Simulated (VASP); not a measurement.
A run of VASP 6.6.1 is set up as follows.

Contents of INCAR:

```
PREC     = Accurate       # precision mode
ENCUT    = 520            # plane-wave cutoff, eV
EDIFF    = 1E-6           # SCF threshold, eV
ISMEAR   = 0              # smearing method
SIGMA    = 0.15           # smearing width, eV
LREAL    = F              # projectors in reciprocal space
LASPH    = T              # aspherical terms in the spheres
NELM     = 60             # most SCF steps
ALGO     = Fast           # electronic algorithm
ISIF     = 2              # what is computed and relaxed
LWAVE    = F              # write WAVECAR
LCHARG   = F              # write CHGCAR
GGA      = PS             # functional
NBANDS   = 16             # bands
```

The input KPOINTS:

```
regular mesh
0
Gamma
  16 16 16
```

Contents of POSCAR:

```
AlRu
1.0
    2.9916000000      0.0000000000      0.0000000000
    0.0000000000      2.9916000000      0.0000000000
    0.0000000000      0.0000000000      2.9916000000
Al Ru
1 1
Direct
   -0.1418184479     -0.1418184479     -0.2005615724
    0.5000000000      0.5000000000      0.5000000000
```

Potentials or basis: VASP PAW PBE potentials, release 64 (Al, Ru_pv).

Run with:

```bash
$ cat potpaw_PBE.64/Al/POTCAR potpaw_PBE.64/Ru_pv/POTCAR > POTCAR
$ mpirun -np 1 vasp_std > vasp.out
```

Task: Predict the band gap on the k mesh.

Result: Zero (an odd number of electrons rules out a gap without spin polarisation).

Task: Predict the pressure.

Result: 68.7 GPa.

Stress tensor (GPa, compression positive):
```
79.01 63.28 59.76
63.28 79.01 59.76
59.76 59.76 48.19
```

Caveat: the cell differs from its parent crystal (atom 1 (Al) moved by (-0.600, -0.600) A along [1 1 0] and z); atoms lie so close that the PAW spheres overlap strongly, which falsifies energies and pressures; the stress differs along the axes, from 48 to 79 GPa; the PAW data sets were made with another functional, which shifts forces and pressure a little.
